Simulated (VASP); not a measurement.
Input of a VASP 6.6.1 run:

Contents of INCAR:

```
SYSTEM = AlN
PREC = Accurate ; ENCUT = 520
EDIFF = 1E-6 ; ISMEAR = 0
SIGMA = 0.05 ; LREAL = .False.
LASPH = .True. ; NELM = 80
ALGO = Normal ; ISIF = 2
LWAVE = .False. ; LCHARG = .False.
GGA = PE ; NBANDS = 16
```

Contents of KPOINTS:

```
Automatic mesh
0
Gamma
  9 9 6
  0 0 0
```

POSCAR

```
AlN
1.0
    3.1298889828      0.0000000000      0.0000000000
   -1.5649444914      2.7105633702      0.0000000000
    0.0000000000      0.0000000000      4.8162780443
Al N
2 2
Direct
    0.3333333333      0.6666666667     -0.0028959806
    0.6666666667      0.3333333333      0.4971040194
    0.3333333333      0.6666666667      0.3878959806
    0.6666666667      0.3333333333      0.8878959806
```

Potentials or basis: VASP PAW PBE potentials, release 64 (Al, N).

The run is started by

```sh
$ cat potpaw_PBE.64/Al/POTCAR potpaw_PBE.64/N/POTCAR > POTCAR
$ mpirun -np 1 vasp_std > vasp.out
```

Task: Estimate the pressure.

Result: 7.7 GPa.

Task: Predict the band gap on the k mesh.

Result: 4.15 eV, direct.

Stress tensor (GPa, compression positive):
```
 4.64  0.00  0.00
 0.00  4.64  0.00
 0.00  0.00 13.73
```

Caveat: the cell differs from its parent crystal (engineering shear strain xz +0.0000, normal strain along z -0.0400). A k mesh can miss the band edges.
